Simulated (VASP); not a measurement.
# Ge5H2 in VASP: single point with LDA

Aim: the single point of Ge5H2 with LDA.

Program: VASP 6.6.1. These are calculated values, not measurements. Logs are shortened: lines on timing, memory, paths and dates and some standing lists are left out, and cuts for length are marked.

### Step 1. The cell of the first run

The cell holds a slab with vacuum, 28 atoms: a = 7.950 Å, b = 7.950 Å, c = 19.378 Å, α = 90.00°, β = 90.00°, γ = 90.00°.

### Step 2. Single point, LDA

INCAR reads:

```
ALGO = Normal ; DIPOL = 0.5 0.5 0.343
EDIFF = 1E-6 ; ENCUT = 520
IDIPOL = 3 ; ISIF = 2
ISMEAR = 0 ; LASPH = T
LCHARG = F ; LDIPOL = T
LREAL = Auto ; LWAVE = F
NBANDS = 164 ; NELM = 80
PREC = Accurate ; SIGMA = 0.05
```

KPOINTS reads:

```
k-points
0
Gamma
  3 3 1
```

POSCAR reads:

```
Ge5H2
1.0
    7.9504584305      0.0000000000      0.0000000000
    0.0000000000      7.9504584305      0.0000000000
    0.0000000000      0.0000000000     19.3782629924
Ge H
20 8
Direct
    0.5000000000      0.5000000000      0.2531929680
    0.5000000000      0.0000000000      0.2531929680
    0.0000000000      0.5000000000      0.2531929680
    0.0000000000      0.0000000000      0.2531929680
    0.7500000000      0.5000000000      0.3257204060
    0.7500000000      0.0000000000      0.3257204060
    0.2500000000      0.5000000000      0.3257204060
    0.2500000000      0.0000000000      0.3257204060
    0.7526549593      0.7491511581      0.4022712607
    0.7526549593      0.2508488419      0.4022712607
    0.2480493223      0.7517245611      0.3978382560
    0.2480493223      0.2482754389      0.3978382560
    0.0042982243      0.7244000923      0.4766766790
    0.0042982243      0.2755999077      0.4766766790
    0.4980042417      0.7247341235      0.4736206580
    0.4980042417      0.2752658765      0.4736206580
    0.0971710844      0.0000000000      0.5179750986
    0.0768223829      0.5000000000      0.5630255760
    0.3997307919      0.0000000000      0.5081027627
    0.4168834716      0.5000000000      0.5565692310
    0.5090621173      0.6542935074      0.2055986752
    0.5090621173      0.3457064926      0.2055986752
    0.5090621173      0.1542935074      0.2055986752
    0.5090621173     -0.1542935074      0.2055986752
   -0.0090621173      0.3457064926      0.2055986752
   -0.0090621173      0.6542935074      0.2055986752
   -0.0090621173     -0.1542935074      0.2055986752
   -0.0090621173      0.1542935074      0.2055986752
```

Potentials or basis: VASP PAW LDA potentials, release 64 (Ge_d, H).

Command:

```bash
$ cat potpaw_LDA.64/Ge_d/POTCAR potpaw_LDA.64/H/POTCAR > POTCAR
$ mpirun -np 1 vasp_std > vasp.out
```

OUTCAR:

```text
EDIFF = 1E-6
   ENCUT = 520
   ISIF = 2
   ISMEAR = 0
   LASPH = T
   LREAL = Auto
   NELM = 80
   PREC = Accurate

 ion  position               nearest neighbor table
   1  0.500  0.500  0.253-  21 1.54  22 1.54   5 2.43   7 2.43
   2  0.500  0.000  0.253-  23 1.54  24 1.54   6 2.43   8 2.43
   3  0.000  0.500  0.253-  25 1.54  26 1.54   5 2.43   7 2.43
   4  0.000  0.000  0.253-  27 1.54  28 1.54   6 2.43   8 2.43
   5  0.750  0.500  0.326-   1 2.43   3 2.43   9 2.47  10 2.47
   6  0.750  0.000  0.326-   2 2.43   4 2.43   9 2.49  10 2.49
[... 8 lines left out ...]
  15  0.498  0.725  0.474-  19 2.42   9 2.46  11 2.48  20 2.49
  16  0.498  0.275  0.474-  19 2.42  10 2.46  12 2.48  20 2.49
  17  0.097  0.000  0.518-  19 2.41  14 2.45  13 2.45
  18  0.077  0.500  0.563-  13 2.51  14 2.51  20 2.71
  19  0.400  0.000  0.508-  17 2.41  16 2.42  15 2.42
  20  0.417  0.500  0.557-  15 2.49  16 2.49  18 2.71
  21  0.509  0.654  0.206-   1 1.54
  22  0.509  0.346  0.206-   1 1.54
  23  0.509  0.154  0.206-   2 1.54
  24  0.509  0.846  0.206-   2 1.54
  25  0.991  0.346  0.206-   3 1.54
  26  0.991  0.654  0.206-   3 1.54
  27  0.991  0.846  0.206-   4 1.54
  28  0.991  0.154  0.206-   4 1.54

  LATTYP: Found a simple tetragonal cell.
 ALAT       =     7.9504584305
 C/A-ratio  =     2.4373768081

  Lattice vectors:

 A1 = (   7.9504584305,   0.0000000000,   0.0000000000)
 A2 = (   0.0000000000,   7.9504584305,   0.0000000000)
 A3 = (   0.0000000000,   0.0000000000,  19.3782629924)

Analysis of symmetry for initial positions (statically):
=====================================================================
 Subroutine PRICEL returns:
 Original cell was already a primitive cell.

 Routine SETGRP: Setting up the symmetry group for a
 simple tetragonal supercell.

 Subroutine GETGRP returns: Found  2 space group operations
 (whereof  2 operations were pure point group operations)
 out of a pool of 16 trial point group operations.

The static configuration has the point symmetry C_1h.

Analysis of symmetry for dynamics (positions and initial velocities):
=====================================================================
 Subroutine PRICEL returns:
 Original cell was already a primitive cell.

 Routine SETGRP: Setting up the symmetry group for a
 simple tetragonal supercell.

 Subroutine GETGRP returns: Found  2 space group operations
 (whereof  2 operations were pure point group operations)
 out of a pool of 16 trial point group operations.

The dynamic configuration has the point symmetry C_1h.

 Subroutine INISYM returns: Found  2 space group operations
 (whereof  2 operations are pure point group operations),
 and found     1 'primitive' translations

----------------------------------------------------------------------------------------

                                     Primitive cell

  volume of cell :    1224.8959

  direct lattice vectors                    reciprocal lattice vectors
     7.950458431  0.000000000  0.000000000     0.125778911  0.000000000  0.000000000
     0.000000000  7.950458431  0.000000000     0.000000000  0.125778911  0.000000000
     0.000000000  0.000000000 19.378262992     0.000000000  0.000000000  0.051604212

  length of vectors
     7.950458431  7.950458431 19.378262992     0.125778911  0.125778911  0.051604212

  position of ions in fractional coordinates (direct lattice)
     0.500000000  0.500000000  0.253192968
     0.500000000  0.000000000  0.253192968
     0.000000000  0.500000000  0.253192968
     0.000000000  0.000000000  0.253192968
     0.750000000  0.500000000  0.325720406
     0.750000000  0.000000000  0.325720406
[... 20 lines left out ...]
     0.990937883  0.845706493  0.205598675
     0.990937883  0.154293507  0.205598675

  ion indices of the primitive-cell ions
   primitive index   ion index
                 1           1
                 2           2
                 3           3
                 4           4
                 5           5
                 6           6
[... 20 lines left out ...]
                27          27
                28          28

----------------------------------------------------------------------------------------

 KPOINTS: k-points

Automatic generation of k-mesh.
 Grid dimensions read from file:
 generate k-points for:    3    3    1

 Generating k-lattice:

  Cartesian coordinates                     Fractional coordinates (reciprocal lattice)
     0.041926304  0.000000000  0.000000000     0.333333333  0.000000000  0.000000000
     0.000000000  0.041926304  0.000000000     0.000000000  0.333333333  0.000000000
     0.000000000  0.000000000  0.051604212     0.000000000  0.000000000  1.000000000

  Length of vectors
     0.041926304  0.041926304  0.051604212

  Shift w.r.t. Gamma in fractional coordinates (k-lattice)
     0.000000000  0.000000000  0.000000000

 Subroutine IBZKPT returns following result:
 ===========================================

 Found      4 irreducible k-points:

 Following reciprocal coordinates:
            Coordinates               Weight
  0.000000  0.000000  0.000000      1.000000
  0.333333  0.000000  0.000000      2.000000
  0.000000  0.333333  0.000000      2.000000
  0.333333  0.333333  0.000000      4.000000
   k-points           NKPTS =      4   k-points in BZ     NKDIM =      4   number of bands    NBANDS=    164
   number of dos      NEDOS =    301   number of ions     NIONS =     28
   total plane-waves  NPLWV = 518400
   dimension x,y,z NGX =    60 NGY =   60 NGZ =  144
   dimension x,y,z NGXF=   120 NGYF=  120 NGZF=  288
   ions per type =              20   8
   NGX,Y,Z   is equivalent  to a cutoff of  12.55, 12.55, 12.35 a.u.
   NGXF,Y,Z  is equivalent  to a cutoff of  25.09, 25.09, 24.71 a.u.
 SYSTEM =  unknown system
   PREC   = accura    normal or accurate (medium, high low for compatibility)
   ISTART =      0    job   : 0-new  1-cont  2-samecut
   ICHARG =      2    charge: 1-file 2-atom 10-const
   ISPIN  =      1    spin polarized calculation?
   LNONCOLLINEAR =      F non collinear calculations
   LSORBIT =      F    spin-orbit coupling
   LASPH  =      T    aspherical Exc in radial PAW
   ENCUT  =  520.0 eV  38.22 Ry    6.18 a.u.  14.78 14.78 36.03*2*pi/ulx,y,z
   NELM   =     80;   NELMIN=  2; NELMDL= -5     # of ELM steps
   EDIFF  = 0.1E-05   stopping-criterion for ELM
   LREAL  =      T    real-space projection
   EDIFFG = 0.1E-04   stopping-criterion for IOM
   NSW    =      0    number of steps for IOM
   IBRION =     -1    ionic relax: 0-MD 1-quasi-New 2-CG
   NFREE  =      0    steps in history (QN), initial steepest desc. (CG)
   ISIF   =      2    stress and relaxation
   ISYM   =      2    0-nonsym 1-usesym 2-fastsym
   POTIM  = 0.5000    time-step for ionic-motion
   TEBEG  =    0.0;   TEEND  =   0.0 temperature during run
   PSTRESS=    0.0 pullay stress
   NELECT =     288.0000    total number of electrons
   NUPDOWN=      -1.0000    fix difference up-down
   EMIN   =  10.00;   EMAX   =-10.00  energy-range for DOS
   EFERMI =   0.00;   METHOD = LEGACY
   ISMEAR =     0;   SIGMA  =   0.05  broadening in eV -4-tet -1-fermi 0-gaus
   EFERMI_NEDOS =   21; number of points for ismear=-14 and -15
   IALGO  =     38    algorithm
   IMIX   =      4    mixing-type and parameters
     AMIX     =   0.40;   BMIX     =  1.00
     AMIX_MAG =   1.60;   BMIX_MAG =  1.00
  volume/ion in A,a.u.               =      43.75       295.21
  Fermi-wavevector in a.u.,A,eV,Ry     =   1.010429  1.909435 13.891104  1.020967
  Thomas-Fermi vector in A             =   2.143418
   LORBIT       =      0    0 simple, 1 ext, 2 COOP (PROOUT), +10 PAW based schemes
   GGA     = CA    functional components
   LHFCALC =     F    Hartree Fock is set to
   AEXX    =    0.0000 exact exchange contribution
   IVDW    =     0    specifies the selected vdW correction
   LEPSILON=     F    determine dielectric tensor
   LRPA    =     F    only Hartree local field effects (RPA)
 non-spin polarized calculation
 Gauss-broadening in eV      SIGMA  =   0.05
  energy-cutoff  :      520.00
  volume of cell :     1224.90
 maximum number of plane-waves:     33008
 NGX is ok and might be reduce to    60
   NGX = 29   NGY = 29   NGZ = 73

 dipolmoment           0.000000      0.000000     -0.001964 electrons x Angstroem

 number of electron     287.9999937 magnetization

 dipolmoment           0.000000      0.000000      0.062697 electrons x Angstroem

 Free energy of the ion-electron system (eV)
  ---------------------------------------------------
  ext. energy  EPLUGINS =         0.00000000
  ---------------------------------------------------
  free energy    TOTEN  =      -124.06096327 eV

  energy without entropy =     -124.04980127  energy(sigma->0) =     -124.05538227

 E-fermi :  -1.3871     XC(G=0):  -4.7987

 val. band max:       -1.3911257957   @ k =   0.3333   0.0000   0.0000
 cond. band min:      -1.3294055358   @ k =   0.3333   0.0000   0.0000
 fundamental gap:      0.0617202598
 Fermi energy:        -1.3871074379

 k-point     1 :       0.0000    0.0000    0.0000
  band No.  band energies     occupation
      1     -25.9448      2.00000
      2     -25.9156      2.00000
      3     -25.8977      2.00000
      4     -25.8854      2.00000
      5     -25.8746      2.00000
      6     -25.8636      2.00000
[... 148 lines left out ...]
    155       0.9335      0.00000
    156       1.2385      0.00000

 k-point     2 :       0.3333    0.0000    0.0000
  band No.  band energies     occupation
      1     -25.9448      2.00000
      2     -25.9155      2.00000
      3     -25.8977      2.00000
      4     -25.8854      2.00000
      5     -25.8745      2.00000
      6     -25.8666      2.00000
[... 148 lines left out ...]
    155       1.3519      0.00000
    156       1.5123      0.00000

 k-point     3 :       0.0000    0.3333    0.0000
  band No.  band energies     occupation
      1     -25.9448      2.00000
      2     -25.9152      2.00000
      3     -25.8987      2.00000
      4     -25.8858      2.00000
      5     -25.8761      2.00000
      6     -25.8716      2.00000
[... 148 lines left out ...]
    155       1.5920      0.00000
    156       1.6489      0.00000

 k-point     4 :       0.3333    0.3333    0.0000
  band No.  band energies     occupation
      1     -25.9447      2.00000
      2     -25.9152      2.00000
      3     -25.8986      2.00000
      4     -25.8857      2.00000
      5     -25.8763      2.00000
      6     -25.8725      2.00000
[... 148 lines left out ...]
    155       1.8277      0.00000
    156       1.8747      0.00000
 [bands above 156 left out]

------------------------ aborting loop because EDIFF is reached ----------------------------------------

 vacuum level on the upper side and lower side of the slab       (xc-potential included)        -0.111        -0.237

  FORCE on cell =-STRESS in cart. coord.  units (eV):
  Direction    XX          YY          ZZ          XY          YZ          ZX
  --------------------------------------------------------------------------------------
  -------------------------------------------------------------------------------------
  Total       -5.3568095      4.7344491     -4.3882502      0.0000000      0.0000000     -0.0176834
  in kB       -7.0067657      6.1927115     -5.7398796      0.0000000      0.0000000     -0.0231301
  external PRESSURE =      -2.1846446 kB  Pullay stress =       0.0000000 kB

 VOLUME and BASIS-vectors are now :
 -----------------------------------------------------------------------------
  energy-cutoff  :      520.00
  volume of cell :     1224.90
      direct lattice vectors                 reciprocal lattice vectors
     7.950458431  0.000000000  0.000000000     0.125778911  0.000000000  0.000000000
     0.000000000  7.950458431  0.000000000     0.000000000  0.125778911  0.000000000
     0.000000000  0.000000000 19.378262992     0.000000000  0.000000000  0.051604212

 POSITION                                       TOTAL-FORCE (eV/Angst)
 -----------------------------------------------------------------------------------
      3.97523      3.97523      4.90644         0.079481      0.000000      0.331805
      3.97523      0.00000      4.90644         0.045135      0.000000      0.321925
      0.00000      3.97523      4.90644        -0.091500      0.000000      0.320081
      0.00000      0.00000      4.90644        -0.032345      0.000000      0.284994
      5.96284      3.97523      6.31190         0.062429      0.000000      0.189084
      5.96284      0.00000      6.31190         0.045450      0.000000      0.329712
[... 20 lines left out ...]
      7.87841      6.72375      3.98415         0.015081     -0.015416     -0.006046
      7.87841      1.22670      3.98415         0.015081      0.015416     -0.006046
 -----------------------------------------------------------------------------------
    total drift:                                0.001042      0.000000     -0.004440

  FREE ENERGIE OF THE ION-ELECTRON SYSTEM (eV)
  ---------------------------------------------------
  free  energy   TOTEN  =      -124.0609632737 eV

  energy  without entropy=     -124.0498012701  energy(sigma->0) =     -124.05538227

 vacuum level on the upper side and lower side of the slab         3.359         3.229
```

It took 29 min on 1 thread of Intel Xeon Platinum 8488C (Sapphire Rapids), shared host; peak memory 1.1 GiB.

What came out:

| Item | Value |
| --- | --- |
| Free energy | -124.0610 eV |
| Largest force | 0.589 eV/Å |
| Band gap on the k mesh | zero (bands 144 and 145 overlap by 0.05 eV) |

Forces on the atoms (eV/Å):
```
Ge   0.079  0.000  0.332
Ge   0.045  0.000  0.322
Ge  -0.091  0.000  0.320
Ge  -0.032  0.000  0.285
Ge   0.062  0.000  0.189
Ge   0.045  0.000  0.330
Ge  -0.026  0.000 -0.500
Ge  -0.080  0.000 -0.584
Ge   0.009  0.008 -0.018
Ge   0.009 -0.008 -0.018
Ge   0.000 -0.001  0.002
Ge   0.000  0.001  0.002
Ge  -0.007  0.000  0.004
Ge  -0.007  0.000  0.004
Ge  -0.002  0.007  0.011
Ge  -0.002 -0.007  0.011
Ge  -0.011  0.000 -0.308
Ge  -0.004  0.000 -0.304
Ge   0.017  0.000  0.021
Ge   0.000  0.000 -0.014
H   -0.042  0.020 -0.021
H   -0.042 -0.020 -0.021
H   -0.025  0.020  0.005
H   -0.025 -0.020  0.005
H    0.049 -0.020 -0.021
H    0.049  0.020 -0.021
H    0.015 -0.015 -0.006
H    0.015  0.015 -0.006
```
